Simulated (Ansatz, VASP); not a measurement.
## Cs in VASP and in Ansatz

```
CELL_PARAMETERS angstrom
-3.05243 3.05243 3.05243
3.05243 -3.05243 3.05243
3.05243 3.05243 -3.05243
ATOMIC_POSITIONS crystal
Cs 0.00000 0.00000 0.00000
```

Change from the starting cell: volume scaled by 1.03.

Alike in both runs: task single point; functional PBE; k mesh 9 × 9 × 9; occupations fermi-dirac, width 0.05 eV; no spin polarisation.

```csv
,VASP,Ansatz
version,VASP 6.6.1,Ansatz 0.2.0
potentials or method,"VASP PAW PBE potentials, release 64 (Cs_sv), cutoff 520 eV","all-electron LAPW, scalar-relativistic"
```

Ansatz gave:

```
pressure (GPa) : 0.1
```

Q: Estimate VASP's values.

A: Pressure (GPa): 0.0.

Ansatz ran all-electron here, and VASP with PAW potentials.

Neither program's run includes spin-orbit coupling.
